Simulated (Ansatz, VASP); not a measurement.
One calculation of O, two programs

File INCAR:

```
SYSTEM = O
PREC = Accurate
ENCUT = 520
EDIFF = 1E-7
ISMEAR = -1
SIGMA = 0.03
LREAL = .FALSE.
LASPH = .TRUE.
NELM = 80
ALGO = Normal
ISIF = 2
LWAVE = .FALSE.
LCHARG = .FALSE.
GGA = PE
NBANDS = 13
```

KPOINTS

```
regular mesh
0
G
  12 12 12
  0 0 0
```

Contents of POSCAR:

```
O
1.0
    0.0000000000      2.1075500000      3.3448500000
    1.4783500000      0.0000000000      3.3448500000
    1.4783500000      2.1075500000      0.0000000000
O
2
Direct
    0.0871000000      0.0871000000      0.9129000000
    0.9129000000      0.9129000000      0.0871000000
```

Input for Ansatz:

```yaml
crystal:
  lattice:
    - [0.0, 2.10755, 3.34485]
    - [1.47835, 0.0, 3.34485]
    - [1.47835, 2.10755, 0.0]
  atoms:
    - { symbol: O, position: [0.0871, 0.0871, 0.9129] }
    - { symbol: O, position: [0.9129, 0.9129, 0.0871] }
kpoints:
  mp_grid: { grid: [12, 12, 12] }
  band_path:
    path:
      - [0.0, 0.0, 0.0]
      - [0.5, 0.0, 0.5]
      - [1.0, 0.5, 0.5]
      - [0.5, 0.5, 0.0]
      - [0.0, 0.0, 0.0]
      - [0.0, 0.4218456627, 0.4218456627]
      - [1.0, 0.5781543373, 0.5781543373]
      - [1.0, 0.5, 0.5]
      - [0.5, 0.0, 0.5]
    npoints: 8
scf:
  occupations: { method: fermi_dirac, width: 0.03 }
hamiltonian:
  xc: pbe
  pseudopotentials: { kind: all_electron, lapw: { basis_error: 0.001 } }
output:
  forces: true
  stress: true
  eigenvalues: true
  fatbands: true
  populations: true
  dos: { projected: true, de: 0.2, e_range: [-14, 8] }
```

Alike in both runs: task single point; functional PBE; k mesh 12 × 12 × 12; occupations fermi-dirac, width 0.03 eV; no spin polarisation.

|  | VASP | Ansatz |
| --- | --- | --- |
| version | VASP 6.6.1 | Ansatz 0.2.0 |
| potentials or method | VASP PAW PBE potentials, release 64 (O), cutoff 520 eV | all-electron LAPW, scalar-relativistic |

Ansatz gave:

* pressure (GPa): 13.0
* traceless stress, the component that is largest in VASP (GPa): 32.57
* rms of the force components (eV/Å): 2.220

Task: Which values does VASP return?

Result: Pressure (GPa): 18.2; traceless stress, the component that is largest in VASP (GPa): 43.75; rms of the force components (eV/Å): 3.317.

Atom by atom the forces differ by 1.097 eV/Å (rms over components). Ansatz ran all-electron here, and VASP with PAW potentials.

Noted on VASP's run: the standard files for N, O and F lose accuracy on very short bonds; spin is off for a triplet molecule.
